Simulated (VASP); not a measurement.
# BAs (o.bA) (F-43m) in VASP: a series of runs

The runs below take BAs (o.bA) through single point, with PBE.

All numbers are computed with VASP 6.6.1; they aren't measurements. Logs are shortened: lines on timing, memory, paths and dates and some standing lists are left out, and cuts for length are marked.

### Step 1. The cell of the first run

The structure is cubic, space group F-43m (No. 216). Conventional cell: a = 4.770 Å, b = 4.770 Å, c = 4.770 Å, α = 90.00°, β = 90.00°, γ = 90.00°. B (site symmetry -43m) has 4 As at 2.07 Å within 2.7 Å. As (site symmetry -43m) has 4 B at 2.07 Å within 2.7 Å.

### Step 2. Single point, PBE

Input file INCAR:

```
SYSTEM = BAs
PREC = Accurate
ENCUT = 500
EDIFF = 1E-6
ISMEAR = 0
SIGMA = 0.1
LREAL = .False.
LASPH = .True.
NELM = 120
ALGO = Normal
ISIF = 2
LWAVE = .False.
LCHARG = .False.
GGA = PE
NBANDS = 11
GGA_COMPAT = .False.
```

Input file KPOINTS:

```
regular mesh
0
Gamma
  6 6 6
  0 0 0
```

Input file POSCAR:

```
BAs
1.0
    0.0000000000      2.3850000000      2.3850000000
    2.3850000000      0.0000000000      2.3850000000
    2.3850000000      2.3850000000      0.0000000000
B As
1 1
Direct
    0.0000000000      0.0000000000      0.0000000000
    0.2500000000      0.2500000000      0.2500000000
```

Potentials or basis: VASP PAW PBE potentials, release 64 (B, As).

On the command line:

```console
$ cat potpaw_PBE.64/B/POTCAR potpaw_PBE.64/As/POTCAR > POTCAR
$ mpirun -np 1 vasp_std > vasp.out
```

OUTCAR:

```text
SYSTEM = BAs
   PREC = Accurate
   ENCUT = 500
   EDIFF = 1E-6
   ISMEAR = 0
   LREAL = .False.
   LASPH = .True.
   NELM = 120
   ISIF = 2
   GGA = PE

 ion  position               nearest neighbor table
   1  0.000  0.000  0.000-   2 2.07   2 2.07   2 2.07   2 2.07
   2  0.250  0.250  0.250-   1 2.07   1 2.07   1 2.07   1 2.07

  LATTYP: Found a face centered cubic cell.
 ALAT       =     4.7700000000

  Lattice vectors:

 A1 = (   0.0000000000,   2.3850000000,   2.3850000000)
 A2 = (   2.3850000000,   0.0000000000,   2.3850000000)
 A3 = (   2.3850000000,   2.3850000000,   0.0000000000)

Analysis of symmetry for initial positions (statically):
=====================================================================
 Subroutine PRICEL returns:
 Original cell was already a primitive cell.

 Routine SETGRP: Setting up the symmetry group for a
 face centered cubic supercell.

 Subroutine GETGRP returns: Found 24 space group operations
 (whereof 24 operations were pure point group operations)
 out of a pool of 48 trial point group operations.

The static configuration has the point symmetry T_d .

Analysis of symmetry for dynamics (positions and initial velocities):
=====================================================================
 Subroutine PRICEL returns:
 Original cell was already a primitive cell.

 Routine SETGRP: Setting up the symmetry group for a
 face centered cubic supercell.

 Subroutine GETGRP returns: Found 24 space group operations
 (whereof 24 operations were pure point group operations)
 out of a pool of 48 trial point group operations.

The dynamic configuration has the point symmetry T_d .

 Subroutine INISYM returns: Found 24 space group operations
 (whereof 24 operations are pure point group operations),
 and found     1 'primitive' translations

----------------------------------------------------------------------------------------

                                     Primitive cell

  volume of cell :      27.1328

  direct lattice vectors                    reciprocal lattice vectors
     0.000000000  2.385000000  2.385000000    -0.209643606  0.209643606  0.209643606
     2.385000000  0.000000000  2.385000000     0.209643606 -0.209643606  0.209643606
     2.385000000  2.385000000  0.000000000     0.209643606  0.209643606 -0.209643606

  length of vectors
     3.372899346  3.372899346  3.372899346     0.363113377  0.363113377  0.363113377

  position of ions in fractional coordinates (direct lattice)
     0.000000000  0.000000000  0.000000000
     0.250000000  0.250000000  0.250000000

  ion indices of the primitive-cell ions
   primitive index   ion index
                 1           1
                 2           2

----------------------------------------------------------------------------------------

 KPOINTS: regular mesh

Automatic generation of k-mesh.
 Grid dimensions read from file:
 generate k-points for:    6    6    6

 Generating k-lattice:

  Cartesian coordinates                     Fractional coordinates (reciprocal lattice)
    -0.034940601  0.034940601  0.034940601     0.166666667  0.000000000  0.000000000
     0.034940601 -0.034940601  0.034940601     0.000000000  0.166666667  0.000000000
     0.034940601  0.034940601 -0.034940601     0.000000000  0.000000000  0.166666667

  Length of vectors
     0.060518896  0.060518896  0.060518896

  Shift w.r.t. Gamma in fractional coordinates (k-lattice)
     0.000000000  0.000000000  0.000000000

 Subroutine IBZKPT returns following result:
 ===========================================

 Found     16 irreducible k-points:

 Following reciprocal coordinates:
            Coordinates               Weight
  0.000000  0.000000  0.000000      1.000000
  0.166667  0.000000  0.000000      8.000000
  0.333333  0.000000  0.000000      8.000000
  0.500000  0.000000  0.000000      4.000000
  0.166667  0.166667  0.000000      6.000000
  0.333333  0.166667  0.000000     24.000000
[... 8 lines left out ...]
 -0.333333  0.333333  0.166667     24.000000
 -0.333333  0.500000  0.166667     12.000000
   k-points           NKPTS =     16   k-points in BZ     NKDIM =     16   number of bands    NBANDS=     11
   number of dos      NEDOS =    301   number of ions     NIONS =      2
   total plane-waves  NPLWV =  21952
   dimension x,y,z NGX =    28 NGY =   28 NGZ =   28
   dimension x,y,z NGXF=    56 NGYF=   56 NGZF=   56
   ions per type =               1   1
   NGX,Y,Z   is equivalent  to a cutoff of  13.80, 13.80, 13.80 a.u.
   NGXF,Y,Z  is equivalent  to a cutoff of  27.60, 27.60, 27.60 a.u.
 SYSTEM =  BAs
   PREC   = accura    normal or accurate (medium, high low for compatibility)
   ISTART =      0    job   : 0-new  1-cont  2-samecut
   ICHARG =      2    charge: 1-file 2-atom 10-const
   ISPIN  =      1    spin polarized calculation?
   LNONCOLLINEAR =      F non collinear calculations
   LSORBIT =      F    spin-orbit coupling
   LASPH  =      T    aspherical Exc in radial PAW
   ENCUT  =  500.0 eV  36.75 Ry    6.06 a.u.   6.15  6.15  6.15*2*pi/ulx,y,z
   NELM   =    120;   NELMIN=  2; NELMDL= -5     # of ELM steps
   EDIFF  = 0.1E-05   stopping-criterion for ELM
   LREAL  =      F    real-space projection
   EDIFFG = 0.1E-04   stopping-criterion for IOM
   NSW    =      0    number of steps for IOM
   IBRION =     -1    ionic relax: 0-MD 1-quasi-New 2-CG
   NFREE  =      0    steps in history (QN), initial steepest desc. (CG)
   ISIF   =      2    stress and relaxation
   ISYM   =      2    0-nonsym 1-usesym 2-fastsym
   POTIM  = 0.5000    time-step for ionic-motion
   TEBEG  =    0.0;   TEEND  =   0.0 temperature during run
   PSTRESS=    0.0 pullay stress
   NELECT =       8.0000    total number of electrons
   NUPDOWN=      -1.0000    fix difference up-down
   EMIN   =  10.00;   EMAX   =-10.00  energy-range for DOS
   EFERMI =   0.00;   METHOD = LEGACY
   ISMEAR =     0;   SIGMA  =   0.10  broadening in eV -4-tet -1-fermi 0-gaus
   EFERMI_NEDOS =   21; number of points for ismear=-14 and -15
   IALGO  =     38    algorithm
   IMIX   =      4    mixing-type and parameters
     AMIX     =   0.40;   BMIX     =  1.00
     AMIX_MAG =   1.60;   BMIX_MAG =  1.00
  volume/ion in A,a.u.               =      13.57        91.55
  Fermi-wavevector in a.u.,A,eV,Ry     =   1.089615  2.059074 16.153667  1.187261
  Thomas-Fermi vector in A             =   2.225822
   LORBIT       =      0    0 simple, 1 ext, 2 COOP (PROOUT), +10 PAW based schemes
   GGA     = PE    functional components
   LHFCALC =     F    Hartree Fock is set to
   AEXX    =    0.0000 exact exchange contribution
   IVDW    =     0    specifies the selected vdW correction
   LEPSILON=     F    determine dielectric tensor
   LRPA    =     F    only Hartree local field effects (RPA)
 non-spin polarized calculation
 Gauss-broadening in eV      SIGMA  =   0.10
  energy-cutoff  :      500.00
  volume of cell :       27.13
 maximum number of plane-waves:       701
 NGX is ok and might be reduce to    28
   NGX = 13   NGY = 13   NGZ = 13

 number of electron       8.0000000 magnetization

 Free energy of the ion-electron system (eV)
  ---------------------------------------------------
  ext. energy  EPLUGINS =         0.00000000
  ---------------------------------------------------
  free energy    TOTEN  =       -11.38450833 eV

  energy without entropy =      -11.38450833  energy(sigma->0) =      -11.38450833

 E-fermi :   6.6541     XC(G=0): -10.6001

 val. band max:        6.1812255808   @ k =   0.0000   0.0000   0.0000
 cond. band min:       7.4499912200   @ k =   0.3333   0.3333   0.0000
 fundamental gap:      1.2687656392
 Fermi energy:         6.6540979994

 k-point     1 :       0.0000    0.0000    0.0000
  band No.  band energies     occupation
      1      -9.2622      2.00000
      2       6.1812      2.00000
      3       6.1812      2.00000
      4       6.1812      2.00000
      5       9.4606      0.00000
      6       9.4606      0.00000
      7       9.4606      0.00000
      8      10.9245      0.00000
      9      15.7844      0.00000
     10      19.1455      0.00000
     11      19.1455      0.00000

 k-point     2 :       0.1667    0.0000    0.0000
  band No.  band energies     occupation
      1      -8.8074      2.00000
      2       3.2149      2.00000
      3       5.4958      2.00000
      4       5.4958      2.00000
      5       9.5018      0.00000
      6      10.3515      0.00000
      7      10.3515      0.00000
      8      12.8699      0.00000
      9      17.2106      0.00000
     10      17.4777      0.00000
     11      17.4777      0.00000

 k-point     3 :       0.3333    0.0000    0.0000
  band No.  band energies     occupation
      1      -7.5352      2.00000
      2      -0.5831      2.00000
      3       4.6581      2.00000
      4       4.6581      2.00000
      5       9.0685      0.00000
      6      11.0151      0.00000
      7      11.0151      0.00000
      8      14.8808      0.00000
      9      17.7035      0.00000
     10      18.2197      0.00000
     11      18.2197      0.00000

 k-point     4 :       0.5000    0.0000    0.0000
  band No.  band energies     occupation
      1      -6.3740      2.00000
      2      -2.6422      2.00000
      3       4.3513      2.00000
      4       4.3513      2.00000
      5       8.8983      0.00000
      6      10.9639      0.00000
      7      10.9639      0.00000
      8      15.0530      0.00000
      9      18.9295      0.00000
     10      20.7818      0.00000
     11      20.7818      0.00000

 k-point     5 :       0.1667    0.1667    0.0000
  band No.  band energies     occupation
      1      -8.6541      2.00000
      2       3.8997      2.00000
      3       4.4593      2.00000
      4       4.4593      2.00000
      5       8.4250      0.00000
      6      11.8321      0.00000
      7      11.8321      0.00000
      8      11.8520      0.00000
      9      15.8793      0.00000
     10      17.9942      0.00000
     11      19.8105      0.00000
[... 99 lines left out ...]
 k-point    13 :       0.5000    0.5000    0.0000
  band No.  band energies     occupation
      1      -5.0490      2.00000
      2      -2.3755      2.00000
      3       2.0807      2.00000
      4       2.0807      2.00000
      5       7.5998      0.00000
      6       7.6162      0.00000
      7      17.5900      0.00000
      8      17.5900      0.00000
      9      19.0861      0.00000
     10      23.5259      0.00000
     11      24.0275      0.00000

 k-point    14 :       0.5000    0.3333    0.1667
  band No.  band energies     occupation
      1      -6.4485      2.00000
      2      -0.5898      2.00000
      3       1.2823      2.00000
      4       2.9484      2.00000
      5       9.9653      0.00000
      6      11.3820      0.00000
      7      12.0609      0.00000
      8      15.2551      0.00000
      9      17.6538      0.00000
     10      19.9466      0.00000
     11      22.3183      0.00000

 k-point    15 :      -0.3333    0.3333    0.1667
  band No.  band energies     occupation
      1      -5.4124      2.00000
      2      -1.8939      2.00000
      3       0.7414      2.00000
      4       2.2961      2.00000
      5      10.5159      0.00000
      6      11.4343      0.00000
      7      13.6548      0.00000
      8      15.1079      0.00000
      9      16.4497      0.00000
     10      20.6697      0.00000
     11      22.5131      0.00000

 k-point    16 :      -0.3333    0.5000    0.1667
  band No.  band energies     occupation
      1      -4.9284      2.00000
      2      -2.0495      2.00000
      3       1.0005      2.00000
      4       1.1960      2.00000
      5       9.9524      0.00000
      6      10.1760      0.00000
      7      14.8536      0.00000
      8      15.0978      0.00000
      9      18.5247      0.00000
     10      21.8941      0.00000
     11      22.0423      0.00000

------------------------ aborting loop because EDIFF is reached ----------------------------------------

  FORCE on cell =-STRESS in cart. coord.  units (eV):
  Direction    XX          YY          ZZ          XY          YZ          ZX
  --------------------------------------------------------------------------------------
  -------------------------------------------------------------------------------------
  Total        0.6971671      0.6971671      0.6971671      0.0000000      0.0000000      0.0000000
  in kB       41.1672969     41.1672969     41.1672969      0.0000000      0.0000000      0.0000000
  external PRESSURE =      41.1672969 kB  Pullay stress =       0.0000000 kB

 VOLUME and BASIS-vectors are now :
 -----------------------------------------------------------------------------
  energy-cutoff  :      500.00
  volume of cell :       27.13
      direct lattice vectors                 reciprocal lattice vectors
     0.000000000  2.385000000  2.385000000    -0.209643606  0.209643606  0.209643606
     2.385000000  0.000000000  2.385000000     0.209643606 -0.209643606  0.209643606
     2.385000000  2.385000000  0.000000000     0.209643606  0.209643606 -0.209643606

 POSITION                                       TOTAL-FORCE (eV/Angst)
 -----------------------------------------------------------------------------------
      0.00000      0.00000      0.00000        -0.000000      0.000000      0.000000
      1.19250      1.19250      1.19250         0.000000     -0.000000     -0.000000
 -----------------------------------------------------------------------------------
    total drift:                               -0.000000     -0.000000     -0.000000

  FREE ENERGIE OF THE ION-ELECTRON SYSTEM (eV)
  ---------------------------------------------------
  free  energy   TOTEN  =       -11.3845083264 eV

  energy  without entropy=      -11.3845083264  energy(sigma->0) =      -11.38450833
```

Run time: 11 s. Hardware: 1 thread of Intel Xeon 8259CL, shared host; peak memory 0.15 GiB.

Results:

```yaml
Free_energy: -11.3845 eV
Pressure: 4.1 GPa
Band_gap_on_the_k_mesh: 1.27 eV, indirect (least direct gap 3.28 eV)
```

A k mesh can miss the band edges. PBE gaps usually lie below the measured ones, often by a third to a half.

(Part 1 of 2 ends here.)
